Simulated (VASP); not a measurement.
Si: single point with LDA

Si:

```
Si
1.0
     4.02919    0.00000    0.00000
    -2.01460    3.48938    0.00000
     0.00000    0.00000    5.59856
Si
4
Direct
  0.33333 0.66667 0.05827
  0.66667 0.33333 0.55827
  0.33333 0.66667 0.44173
  0.66667 0.33333 0.94173
```

This isn't the form of Si at room conditions, which is diamond.

This cell differs from its parent crystal: atoms shifted along a free coordinate, c/a of the conventional cell at fixed volume 1.3895.

```
Program             : VASP 6.6.1
Task                : single point
Functional          : LDA
Potentials or basis : VASP PAW LDA potentials, release 64 (Si)
Cutoff              : 520 eV
k mesh              : 12 × 12 × 6
Occupations         : gaussian, width 0.03 eV
Spin                : no spin polarisation
```

The pressure is 3.2 GPa, the largest force is 2.010 eV/Å and the band gap on the k mesh is zero (bands 8 and 9 overlap by 0.68 eV).

Forces on the atoms (eV/Å):
```
Si   0.000  0.000 -2.010
Si   0.000  0.000 -2.010
Si   0.000  0.000  2.010
Si   0.000  0.000  2.010
```

Stress tensor (GPa, compression positive):
```
-10.58   0.00   0.00
  0.00 -10.58   0.00
  0.00   0.00  30.78
```

Levels at points of the mesh, in eV from the Fermi level:
| k point | band 6 | band 7 | band 8 | band 9 | band 10 | band 11 |
| --- | --- | --- | --- | --- | --- | --- |
| (0.00, 0.00, 0.00) | -0.68 | 0.09 | 0.41 | 0.41 | 1.35 | 1.35 |
| (0.50, 0.00, 0.00) | -3.49 | -2.95 | -0.77 | -0.27 | 2.80 | 2.90 |
| (0.00, 0.00, 0.50) | -1.29 | -1.29 | -1.29 | 0.83 | 0.83 | 2.73 |
| (0.50, 0.00, 0.50) | -2.54 | -1.47 | -1.47 | 0.99 | 0.99 | 2.91 |

It took 2.1 min on 1 thread of Intel Xeon 8259CL, with other jobs on the host, peak memory 0.19 GiB.

Caveat: the cell stands under pressure; semilocal functionals underestimate gaps, so a narrow gap can read as zero; forces of over 1 eV/Å act on the atoms, so gaps and moduli don't describe the material at rest.
